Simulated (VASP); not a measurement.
Wanted: the native input for a VASP 6.6.1 run.

```
Task                   : single point
Functional             : PBE
Potentials or basis    : VASP PAW PBE potentials, release 64 (K_sv, Cl)
Cutoff                 : 500 eV
k mesh                 : 7 × 7 × 7
Occupations            : fermi-dirac, width 0.02 eV
Spin                   : no spin polarisation
Dipole correction      : no
Further INCAR settings : ALGO = Normal; EDIFF = 1e-06; NBANDS = 15
```

The structure of KCl lies in POSCAR:

```
KCl
1.0
    3.5604469802      0.0000000000      0.0000000000
    0.0000000000      3.5604469802      0.0000000000
    0.0000000000      0.0000000000      3.5604469802
K Cl
1 1
Direct
    0.0000000000      0.0000000000      0.0000000000
    0.5000000000      0.5000000000      0.5000000000
```

One way to write it, as run:

INCAR

```
PREC = Accurate ; ENCUT = 500
EDIFF = 1E-6 ; ISMEAR = -1
SIGMA = 0.02 ; LREAL = F
LASPH = T ; NELM = 120
ALGO = Normal ; ISIF = 2
LWAVE = F ; LCHARG = F
GGA = PE ; NBANDS = 15
GGA_COMPAT = F
```

KPOINTS

```
regular mesh
0
Gamma
  7 7 7
```

Potentials or basis: VASP PAW PBE potentials, release 64 (K_sv, Cl).

The run is started by

```console
$ cat potpaw_PBE.64/K_sv/POTCAR potpaw_PBE.64/Cl/POTCAR > POTCAR
$ mpirun -np 1 vasp_std > vasp.out
```

It gave:

- Pressure: 7.2 GPa
- Band gap on the k mesh: 5.97 eV (least direct gap 6.17 eV)

Caveat: the cell stands under pressure; an odd mesh through Γ misses points on the zone boundary, where band edges can lie.

Wall time 14 s on 1 thread of Intel Xeon 8259CL (shared host), peak memory 0.13 GiB.
